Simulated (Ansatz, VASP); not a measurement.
Two plane-wave programs on CuMoH6

```xyz
8
Lattice="0.0000 3.3326 3.3326 3.3326 0.0000 3.3326 3.3326 3.3326 0.0000" Properties=species:S:1:pos:R:3 pbc="T T T"
Cu    1.6663    1.6663    1.6663
H     1.2113    3.3326    3.3326
H     5.4540    3.3326    3.3326
H     3.3326    1.2113    3.3326
H     3.3326    5.4540    3.3326
H     3.3326    3.3326    1.2113
H     3.3326    3.3326    5.4540
Mo    3.3326    3.3326    3.3326
```

Alike in both runs: task single point; functional PBE; k mesh 4 × 4 × 4; occupations gaussian, width 0.1 eV; no spin polarisation.

|  | VASP | Ansatz |
| --- | --- | --- |
| version | VASP 6.6.1 | Ansatz 0.2.0 |
| potentials or method | VASP PAW PBE potentials, release 64 (Cu, H, Mo_sv), cutoff 520 eV | scalar-relativistic, plane waves, PAW |
| valence electrons in the cell | 31 | 39 |

```tsv
	VASP	Ansatz	Ansatz less VASP
gap on the k mesh at the Fermi level (eV)	none	none	-
pressure (GPa)	-19.3	-19.5	-0.19
rms of the force components (eV/Å)	0.696	0.700	+0.0034
```

Atom by atom the forces differ by 0.003 eV/Å (rms over components). A gap of «none» marks a metal or a gap that the smearing closes. The functional is the same, so the differences come from potentials, cutoffs and numerics. VASP's potentials hold 31 valence electrons a cell and Ansatz's 39, so a difference there can come from the potentials and not from the codes.

The k mesh is coarse, so the values compare programs but aren't converged.
